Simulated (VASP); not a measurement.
Wanted: the native input for a VASP 6.6.1 run.

```
Task                   : relaxation of shape and atoms at fixed volume
Functional             : PBE
Dispersion             : D3(BJ)
Potentials or basis    : VASP PAW PBE potentials, release 64 (Sn_d, Se)
Cutoff                 : 600 eV
k mesh                 : 12 × 12 × 6
Occupations            : gaussian, width 0.02 eV
Spin                   : no spin polarisation
Dipole correction      : no
Further INCAR settings : ALGO = Normal; EDIFF = 1e-07; IBRION = 2; EDIFFG = -0.01; NSW = 50; ISIF = 4
```

The structure of SnSe2 lies in POSCAR:

```
SnSe2
1.0
    3.7446774488      0.0000000000      0.0000000000
   -1.8723387244      3.2429857996      0.0000000000
    0.0000000000      0.0000000000      5.5602429899
Sn Se
1 2
Direct
    0.0000000000      0.0000000000      0.0000000000
    0.3333333333      0.6666666667      0.2829866433
    0.6666666667      0.3333333333      0.7170133567
```

These files were run (other wordings do the same):

INCAR

```
SYSTEM = SnSe2
PREC = Accurate ; ENCUT = 600
EDIFF = 1E-7 ; ISMEAR = 0
SIGMA = 0.02 ; LREAL = .FALSE.
LASPH = .TRUE. ; NELM = 80
ALGO = Normal ; ISIF = 4
LWAVE = .FALSE. ; LCHARG = .FALSE.
GGA = PE ; IVDW = 12
IBRION = 2 ; NSW = 50
EDIFFG = -0.01
```

KPOINTS

```
Automatic mesh
0
G
  12 12 6
  0 0 0
```

Potentials or basis: VASP PAW PBE potentials, release 64 (Sn_d, Se).

Run with:

```bash
$ cat potpaw_PBE.64/Sn_d/POTCAR potpaw_PBE.64/Se/POTCAR > POTCAR
$ mpirun -np 1 vasp_std > vasp.out
```

Results of the run:

```yaml
Energy_gained_by_relaxing: 2.8 meV/atom
Ionic_steps: 8
Pressure_after_relaxing: 6.3 GPa
Largest_force_after_relaxing: 0.008 eV/Å
Band_gap_on_the_k_mesh: zero (bands 13 and 14 overlap by 0.38 eV)
Dispersion_energy_per_atom: -0.417 eV
```

Caveat: semilocal functionals underestimate gaps, so a narrow gap can read as zero; spin-orbit coupling is left out, which moves the levels of the heavy elements.

Run time: 4.6 min on 1 thread of Intel(R) Xeon(R) 6975P-C (Granite Rapids), with other jobs on the host, peak memory 0.3 GiB.
